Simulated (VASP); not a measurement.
Crystal: RuPt2.

```
CELL_PARAMETERS angstrom
4.49996 0.00000 0.00000
-2.24998 3.89708 0.00000
0.00000 0.00000 2.61784
ATOMIC_POSITIONS crystal
Ru 0.00000 0.00000 0.00000
Pt 0.33333 0.66667 0.50000
Pt 0.66667 0.33333 0.50000
```

* Program: VASP 6.6.1
* Task: relaxation of cell and atoms
* Functional: PBE
* Potentials or basis: VASP PAW PBE potentials, release 64 (Ru_pv, Pt)
* Cutoff: 600 eV
* k mesh: 6 × 6 × 6
* Occupations: gaussian, width 0.1 eV
* Spin: no spin polarisation

At the start: pressure 1.6 GPa; volume 15.30 Å³/atom.

How do energy, volume and symmetry change on relaxing?

Over 6 steps the energy falls by 15.2 meV/atom and the volume is 15.37 Å³/atom (+0.5 %); space group P6/mmm (No. 191, to 0.05 Å).

The path:
```csv
step,energy change (eV),largest force (eV/Å),pressure (GPa),volume (Å³)
1,0.0000,0.0000,1.60,45.91
2,0.0123,0.0000,-3.39,46.86
3,-0.0446,0.0000,-1.29,46.35
4,-0.0446,0.0000,-1.24,46.35
5,-0.0416,0.0000,2.60,45.67
6,-0.0456,0.0000,0.00,46.12
```

Final structure:
```
Ru Pt
1.0
     4.45882    0.00000    0.00000
    -2.22941    3.86145    0.00000
     0.00000    0.00000    2.67859
Ru Pt
1 2
Direct
  0.00000 0.00000 0.00000
  0.33333 0.66667 0.50000
  0.66667 0.33333 0.50000
```

Caveat: the k points lie up to 0.39 Å⁻¹ apart in the final cell.
